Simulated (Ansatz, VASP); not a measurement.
## One calculation of C, two programs

Contents of INCAR:

```
  ALGO = Normal
  EDIFF = 1E-8
  ENCUT = 520
  ISIF = 2
  ISMEAR = -1
  LASPH = T
  LCHARG = F
  LEFG = T
  LREAL = F
  LWAVE = F
  NBANDS = 11
  NELM = 80
  PREC = Accurate
  SIGMA = 0.03
```

File KPOINTS:

```
k-points
0
Gamma
  16 16 16
```

The input POSCAR:

```
C
1.0
    0.0000000000      1.7469938663      1.7469938663
    1.7469938663      0.0000000000      1.7469938663
    1.7469938663      1.7469938663      0.0000000000
C
2
Direct
    0.5000000000      0.5000000000      0.5000000000
    0.7500000000      0.7500000000      0.7500000000
```

Input for Ansatz:

```yaml
crystal:
  lattice:
    - [0.0, 1.7469938663, 1.7469938663]
    - [1.7469938663, 0.0, 1.7469938663]
    - [1.7469938663, 1.7469938663, 0.0]
  atoms:
    - { symbol: C, position: [0.5, 0.5, 0.5] }
    - { symbol: C, position: [0.75, 0.75, 0.75] }
kpoints:
  mp_grid: { grid: [16, 16, 16] }
scf:
  occupations: { method: fermi_dirac, width: 0.03 }
hamiltonian:
  xc: lda
  pseudopotentials: { kind: all_electron, datasets: crystal }
output:
  forces: true
  stress: true
  eigenvalues: true
  efg: { contact_densities: true }
```

Change from the starting cell: volume scaled by 0.94, crystal datasets.

Alike in both runs: task electric field gradients; functional LDA; k mesh 16 × 16 × 16; occupations fermi-dirac, width 0.03 eV; no spin polarisation.

```csv
,VASP,Ansatz
version,VASP 6.6.1,Ansatz 0.2.0
potentials or method,"VASP PAW LDA potentials, release 64 (C), cutoff 520 eV","all-electron PAW with datasets made for the crystal, scalar-relativistic"
```

```csv
,VASP,Ansatz,Ansatz less VASP
gap on the k mesh at the Fermi level (eV),4.25,4.26,+0.006
pressure (GPa),17.8,16.1,-1.64
```

LDA's correlation is that of Perdew and Zunger in VASP and of Perdew and Wang (1992) in Ansatz. Ansatz ran all-electron here, and VASP with PAW potentials.
